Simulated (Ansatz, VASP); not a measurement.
Si3N4: VASP beside Ansatz

```
Si N
1.0
     7.62720    0.00000    0.00000
    -3.81360    6.60535    0.00000
     0.00000    0.00000    2.91820
Si N
6 8
Direct
  0.18420 0.77040 0.25000
  0.41380 0.18420 0.75000
  0.22960 0.41380 0.25000
  0.81580 0.22960 0.75000
  0.58620 0.81580 0.25000
  0.77040 0.58620 0.75000
  0.33333 0.66667 0.25000
  0.66667 0.33333 0.75000
  0.33990 0.03570 0.25000
  0.30420 0.33990 0.75000
  0.96430 0.30420 0.25000
  0.66010 0.96430 0.75000
  0.69580 0.66010 0.25000
  0.03570 0.69580 0.75000
```

Alike in both runs: task electric field gradients; functional PBE; k mesh 4 × 4 × 9; occupations fermi-dirac, width 0.02 eV; no spin polarisation.

|  | VASP | Ansatz |
| --- | --- | --- |
| version | VASP 6.6.1 | Ansatz 0.2.0 |
| potentials or method | VASP PAW PBE potentials, release 64 (Si, N) | plane-wave PAW, scalar-relativistic |
| plane-wave cutoff (eV) | 520 | 420 |
| valence electrons in the cell | 64 | 64 |

```tsv
	VASP	Ansatz	Ansatz less VASP
gap on the k mesh at the Fermi level (eV)	4.31	4.32	+0.013
pressure (GPa)	4.1	4.4	+0.28
traceless stress, the component that is largest in VASP (GPa)	-5.05	-5.04	+0.012
rms of the force components (eV/Å)	0.860	0.862	+0.0015
size of Vzz on the site where it differs most (V/Å²)	38.6	42.2	+3.54
```

Atom by atom the forces differ by 0.003 eV/Å (rms over components).
